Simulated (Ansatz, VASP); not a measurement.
Given: the input of a run of Ansatz 0.2.0 on HfB.

input.yaml

```yaml
crystal:
  lattice: { a: 4.42727195, b: 4.42727195, c: 4.42727195, alpha: 90.0, beta: 90.0, gamma: 90.0 }
  space_group: 225
  reduce_to_primitive: true
  atoms:
    - { symbol: Hf, wyckoff: "4b", position: [0.5, 0.0, 0.0] }
    - { symbol: B, wyckoff: "4a", position: [0.0, 0.0, 0.0] }
hamiltonian:
  xc: revpbe
  pseudopotentials: { kind: paw, core: large }
  dispersion: d3bj
kpoints:
  mp_grid: { grid: [10, 10, 10] }
scf:
  occupations: { method: methfessel_paxton, width: 0.1 }
output:
  forces: true
  stress: true
  eigenvalues: true
```

Potentials or basis: Ansatz PAW.

Run with:

```sh
$ ansatz run input.yaml --threads 1 --pin off --max-ram 2560MiB --backend cpu --events-out ev --progress --plain --runs-dir out
```

Set up the same calculation for VASP 6.6.1. Potentials there: VASP PAW PBE potentials, release 64 (Hf_pv, B).

As run (the cutoff follows the program's own potentials):

File INCAR:

```
ALGO = Normal
EDIFF = 1E-6
ENCUT = 500
GGA = RE
GGA_COMPAT = F
ISIF = 2
ISMEAR = 1
IVDW = 12
LASPH = T
LCHARG = F
LREAL = F
LWAVE = F
NBANDS = 14
NELM = 120
PREC = Accurate
SIGMA = 0.1
```

File KPOINTS:

```
k-points
0
Gamma
  10 10 10
```

POSCAR

```
HfB
1.0
    0.0000000000      2.2136359750      2.2136359750
    2.2136359750      0.0000000000      2.2136359750
    2.2136359750      2.2136359750      0.0000000000
Hf B
1 1
Direct
    0.5000000000      0.5000000000      0.5000000000
    0.0000000000      0.0000000000      0.0000000000
```

Potentials or basis: VASP PAW PBE potentials, release 64 (Hf_pv, B).

Command:

```sh
$ cat potpaw_PBE.64/Hf_pv/POTCAR potpaw_PBE.64/B/POTCAR > POTCAR
$ mpirun -np 1 vasp_std > vasp.out
```

Both were run:

|  | VASP | Ansatz | Ansatz less VASP |
| --- | --- | --- | --- |
| gap on the k mesh at the Fermi level (eV) | none | none | - |
| pressure (GPa) | 65.6 | 63.4 | -2.19 |

VASP's potentials were made for PBE, not for revPBE. A gap of «none» marks a metal or a gap that the smearing closes. Both programs put the cell under a high pressure, so it lies far from rest at this level. VASP's potentials hold 13 valence electrons a cell and Ansatz's 29, so a difference there can come from the potentials and not from the codes.

Neither program's run includes spin-orbit coupling. Noted on VASP's run: the cell as given lies far from equilibrium.
